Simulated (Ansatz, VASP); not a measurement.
**One calculation of KF, two programs**

INCAR

```
  PREC = Accurate
  ENCUT = 520
  EDIFF = 1E-8
  ISMEAR = -1
  SIGMA = 0.01
  LREAL = False
  LASPH = True
  NELM = 80
  ALGO = Normal
  ISIF = 2
  LWAVE = False
  LCHARG = False
  GGA = PE
  LEFG = True
  NBANDS = 15
```

The input KPOINTS:

```
regular mesh
0
Gamma
  9 9 9
```

File POSCAR:

```
KF
1.0
    0.0000000000      2.6602319280      2.7002350000
    2.6602319280      0.0000000000      2.7002350000
    2.6602319280      2.6602319280      0.0000000000
K F
1 1
Direct
    0.0000000000      0.0000000000      0.0000000000
    0.5000000000      0.5000000000      0.5000000000
```

Input for Ansatz:

```yaml
crystal:
  lattice:
    - [0.0, 2.660231928, 2.700235]
    - [2.660231928, 0.0, 2.700235]
    - [2.660231928, 2.660231928, 0.0]
  atoms:
    - { symbol: K, position: [0.0, 0.0, 0.0] }
    - { symbol: F, position: [0.5, 0.5, 0.5] }
kpoints:
  mp_grid: { grid: [9, 9, 9] }
scf:
  occupations: { method: fermi_dirac, width: 0.01 }
hamiltonian:
  xc: pbe
  pseudopotentials: { kind: paw }
output:
  forces: true
  stress: true
  eigenvalues: true
  efg: { contact_densities: true }
```

Change from the starting cell: z stretched by +1 % at fixed volume, PAW files.

Alike in both runs: task electric field gradients; functional PBE; k mesh 9 × 9 × 9; occupations fermi-dirac, width 0.01 eV; no spin polarisation.

|  | VASP | Ansatz |
| --- | --- | --- |
| version | VASP 6.6.1 | Ansatz 0.2.0 |
| potentials or method | VASP PAW PBE potentials, release 64 (K_sv, F) | PAW with Ansatz's default frozen-core files, scalar-relativistic |
| plane-wave cutoff (eV) | 520 | 420 |
| valence electrons in the cell | 16 | 16 |

```tsv
	VASP	Ansatz	Ansatz less VASP
gap on the k mesh at the Fermi level (eV)	6.15	6.16	+0.016
pressure (GPa)	1.4	1.3	-0.04
traceless stress, the component that is largest in VASP (GPa)	-0.57	-0.55	+0.021
size of Vzz on the site where it differs most (V/Å²)	1.9	1.8	-0.07
```
